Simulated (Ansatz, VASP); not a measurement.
## Al: VASP beside Ansatz

```
Al
1.0
     2.88277    0.00000    0.00000
    -1.44138    2.49655    0.00000
     0.00000    0.00000    5.11019
Al
2
Direct
  0.66667 0.33333 0.75000
  0.33333 0.66667 0.25000
```

Change from the starting cell: strain +0.025 along x and y, +0.050 along z, atoms carried along.

Alike in both runs: task single point; functional r2SCAN; k mesh 18 × 18 × 10; occupations gaussian, width 0.15 eV; no spin polarisation.

|  | VASP | Ansatz |
| --- | --- | --- |
| version | VASP 6.6.1 | Ansatz 0.2.0 |
| potentials or method | VASP PAW PBE potentials, release 64 (Al), cutoff 520 eV | scalar-relativistic, plane waves, PAW |
| valence electrons in the cell | 6 | 6 |

VASP gave:

- gap on the k mesh at the Fermi level (eV): none
- pressure (GPa): -8.7
- traceless stress, the component that is largest in VASP (GPa): -1.51

Task: Which values does Ansatz return?

Result: gap on the k mesh at the Fermi level (eV): none; pressure (GPa): -8.5; traceless stress, the component that is largest in VASP (GPa): -1.53.

VASP's potentials were made for PBE, not for r2SCAN. A gap of «none» marks a metal or a gap that the smearing closes.
